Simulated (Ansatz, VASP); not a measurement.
# ZnS: VASP beside Ansatz

INCAR

```
PREC = Accurate
ENCUT = 520
EDIFF = 1E-6
ISMEAR = 0
SIGMA = 0.05
LREAL = False
LASPH = True
NELM = 80
ALGO = Normal
ISIF = 2
LWAVE = False
LCHARG = False
GGA = PS
NBANDS = 26
```

The input KPOINTS:

```
Automatic mesh
0
Gamma
  9 9 6
```

POSCAR

```
ZnS
1.0
    4.1726144628      0.0000000000      0.0000000000
   -2.0863072314      3.6135901250      0.0000000000
    0.0000000000      0.0000000000      5.7110574152
Zn S
2 2
Direct
    0.3333333333      0.6666666667      0.0054424479
    0.6666666667      0.3333333333      0.5054424479
    0.3333333333      0.6666666667      0.3795575521
    0.6666666667      0.3333333333      0.8795575521
```

Input for Ansatz:

```yaml
crystal:
  lattice:
    - [4.1726144628, 0.0, 0.0]
    - [-2.0863072314, 3.613590125, 0.0]
    - [0.0, 0.0, 5.7110574152]
  atoms:
    - { symbol: Zn, position: [0.3333333333, 0.6666666667, 0.0054424479] }
    - { symbol: Zn, position: [0.6666666667, 0.3333333333, 0.5054424479] }
    - { symbol: S, position: [0.3333333333, 0.6666666667, 0.3795575521] }
    - { symbol: S, position: [0.6666666667, 0.3333333333, 0.8795575521] }
basis:
  ecutwfc: 520.0
kpoints:
  mp_grid: { grid: [9, 9, 6] }
hamiltonian:
  xc: pbesol
  pseudopotentials: { kind: paw }
scf:
  occupations: { method: gaussian, width: 0.05 }
output:
  forces: true
  stress: true
  eigenvalues: true
```

Alike in both runs: task single point; functional PBEsol; k mesh 9 × 9 × 6; occupations gaussian, width 0.05 eV; no spin polarisation.

|  | VASP | Ansatz |
| --- | --- | --- |
| version | VASP 6.6.1 | Ansatz 0.2.0 |
| potentials or method | VASP PAW PBE potentials, release 64 (Zn, S), cutoff 520 eV | scalar-relativistic, plane waves, PAW |
| valence electrons in the cell | 36 | 36 |

```tsv
	VASP	Ansatz	Ansatz less VASP
gap on the k mesh at the Fermi level (eV)	1.69	1.70	+0.003
least direct gap on the mesh (eV)	1.69	1.70	+0.003
pressure (GPa)	-2.8	-3.0	-0.15
traceless stress, the component that is largest in VASP (GPa)	15.43	15.36	-0.066
rms of the force components (eV/Å)	0.902	0.897	-0.0050
```

VASP's potentials were made for PBE, not for PBEsol. Atom by atom the forces differ by 0.005 eV/Å (rms over components).
